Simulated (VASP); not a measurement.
Set up this calculation in VASP 6.6.1, as the native input.

* Task: electric field gradients
* Functional: PBE
* Potentials or basis: VASP PAW PBE potentials, release 64 (Na_pv, F)
* Cutoff: 520 eV
* k mesh: 6 × 6 × 6
* Occupations: fermi-dirac, width 0.03 eV
* Spin: no spin polarisation
* Dipole correction: no
* Further INCAR settings: ALGO = Normal; EDIFF = 1e-08; NBANDS = 14

The structure of NaF lies in POSCAR:

```
NaF
1.0
    0.0000000000      2.3233000000      2.3233000000
    2.3233000000      0.0000000000      2.3233000000
    2.3233000000      2.3233000000      0.0000000000
Na F
1 1
Direct
    0.0000000000      0.0000000000      0.0000000000
    0.5000000000      0.5000000000      0.5000000000
```

These files were run (other wordings do the same):

INCAR

```
PREC     = Accurate       # precision mode
ENCUT    = 520            # plane-wave cutoff, eV
EDIFF    = 1E-8           # SCF threshold, eV
ISMEAR   = -1             # smearing method
SIGMA    = 0.03           # smearing width, eV
LREAL    = F              # projectors in reciprocal space
LASPH    = T              # aspherical terms in the spheres
NELM     = 80             # most SCF steps
ALGO     = Normal         # electronic algorithm
ISIF     = 2              # what is computed and relaxed
LWAVE    = F              # write WAVECAR
LCHARG   = F              # write CHGCAR
GGA      = PE             # functional
LEFG     = T            
NBANDS   = 14             # bands
```

KPOINTS

```
Automatic mesh
0
Gamma
  6 6 6
```

Potentials or basis: VASP PAW PBE potentials, release 64 (Na_pv, F).

Command:

```bash
$ cat potpaw_PBE.64/Na_pv/POTCAR potpaw_PBE.64/F/POTCAR > POTCAR
$ mpirun -np 1 vasp_std > vasp.out
```

Results of the run:

```
Pressure               : 1.6 GPa
Band gap on the k mesh : 6.26 eV, direct
```

Caveat: without QUAD_EFG the Cq values of the log hold for a quadrupole moment of 1 mb, not for the nuclei.

Run time: 3.2 s on 1 thread of AMD EPYC 9R45 96-Core Processor (Zen 5) (shared host), peak memory 0.1 GiB.
